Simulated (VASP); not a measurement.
Input of a VASP 6.6.1 run:

The input INCAR:

```
SYSTEM = GaN
PREC = Accurate
ENCUT = 520
EDIFF = 1E-6
ISMEAR = 0
SIGMA = 0.01
LREAL = .False.
LASPH = .True.
NELM = 100
ALGO = Normal
ISIF = 2
LWAVE = .False.
LCHARG = .False.
NBANDS = 26
```

File KPOINTS:

```
regular mesh
0
Gamma
  12 12 6
  0 0 0
```

The input POSCAR:

```
GaN
1.0
    3.3000348257      0.0000000000      0.0000000000
   -1.6500174128      2.8579139924      0.0000000000
    0.0000000000      0.0000000000      4.7558746756
Ga N
2 2
Direct
    0.3333333333      0.6666666667      0.2500000000
    0.6666666667      0.3333333333      0.7500000000
    0.6666666667      0.3333333333      0.2500000000
    0.3333333333      0.6666666667      0.7500000000
```

Potentials or basis: VASP PAW LDA potentials, release 64 (Ga_d, N).

Run with:

```console
$ cat potpaw_LDA.64/Ga_d/POTCAR potpaw_LDA.64/N/POTCAR > POTCAR
$ mpirun -np 1 vasp_std > vasp.out
```

Predict the pressure.

-4.3 GPa.

Predict the band gap on the k mesh.

1.46 eV.

Stress tensor (GPa, compression positive):
```
-4.62  0.00  0.00
 0.00 -4.62  0.00
 0.00  0.00 -3.53
```

Caveat: the cell stands under tension.
